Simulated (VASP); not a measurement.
Crystal: Sb.

```xyz
2
Lattice="2.1542 1.2437 3.7580 -2.1542 1.2437 3.7580 0.0000 -2.4875 3.7580" Properties=species:S:1:pos:R:3 pbc="T T T"
Sb    0.0000    0.0000    8.6416
Sb    0.0000    0.0000    2.6324
```

* Program: VASP 6.6.1
* Task: relaxation of cell and atoms
* Functional: revPBE
* Dispersion: D4
* Potentials or basis: VASP PAW PBE potentials, release 64 (Sb)
* Cutoff: 600 eV
* k mesh: 8 × 8 × 8
* Occupations: fermi-dirac, width 0.05 eV
* Spin: no spin polarisation

At the start: pressure -0.6 GPa; volume 30.21 Å³/atom.

Problem. How do energy, volume and symmetry change on relaxing?

Solution. Over 11 steps the energy falls by 8.4 meV/atom and the volume is 29.19 Å³/atom (-3.4 %); space group R-3m (No. 166, to 0.05 Å).

Step by step:
```tsv
step	energy change (eV)	largest force (eV/Å)	pressure (GPa)	volume (Å³)
1	0.0000	0.2190	-0.64	60.41
2	-0.0077	0.2098	0.03	59.35
3	-0.0105	0.1990	0.77	58.34
4	-0.0149	0.0906	0.37	58.40
5	-0.0166	0.0166	-0.05	58.46
6	-0.0166	0.0208	-0.07	58.47
7	-0.0168	0.0160	-0.02	58.40
8	-0.0168	0.0082	0.07	58.29
9	-0.0169	0.0110	-0.01	58.37
10	-0.0169	0.0113	-0.01	58.38
11	-0.0169	0.0071	0.00	58.38
```

Final structure:
```xyz
2
Lattice="2.1540 1.2436 3.6319 -2.1540 1.2436 3.6319 0.0000 -2.4873 3.6319" Properties=species:S:1:pos:R:3 pbc="T T T"
Sb    0.0000    0.0000    8.3084
Sb    0.0000    0.0000    2.5874
```

Caveat: the PAW data sets were made with another functional, which shifts forces and pressure a little; pairwise dispersion overbinds metals, which lowers pressure and volume.
